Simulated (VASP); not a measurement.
Runs of VASP 6.6.1 on Tl. The structure is that of space group I4_1/amd (No. 141), or close to it. The cells are those of the table. 

```tsv
cell	gap on the mesh (eV)	pressure (GPa)
a = 3.826 Å, angles 97.2, 97.2, 138.6°, 2 atoms	none	(a)
a = 4.013 Å, angles 97.2, 97.2, 138.6°, 2 atoms	none	47.1
a = 4.184 Å, angles 97.2, 97.2, 138.6°, 2 atoms	none	25.2
a = 4.629 Å, angles 97.2, 97.2, 138.6°, 2 atoms	none	2.3
a = 3.648 Å, angles 97.2, 97.2, 138.7°, 2 atoms	none	(b)
```

Alike in all rows: task single point; level PBE; potentials or basis VASP PAW PBE potentials, release 64 (Tl_d); no spin polarisation; k mesh 13 × 13 × 13; cutoff (eV) 520; smearing fermi-dirac 0.08 eV.

Estimate the missing entries.

(a) 90.3; (b) 166.0.

Caveats: spin-orbit coupling is left out, which moves the levels of the heavy elements; the cell stands under pressure (at least some runs).

A k mesh can miss the band edges, and the runs leave out spin-orbit coupling on Tl.

A gap of «none» marks levels without a gap at the run's occupations.
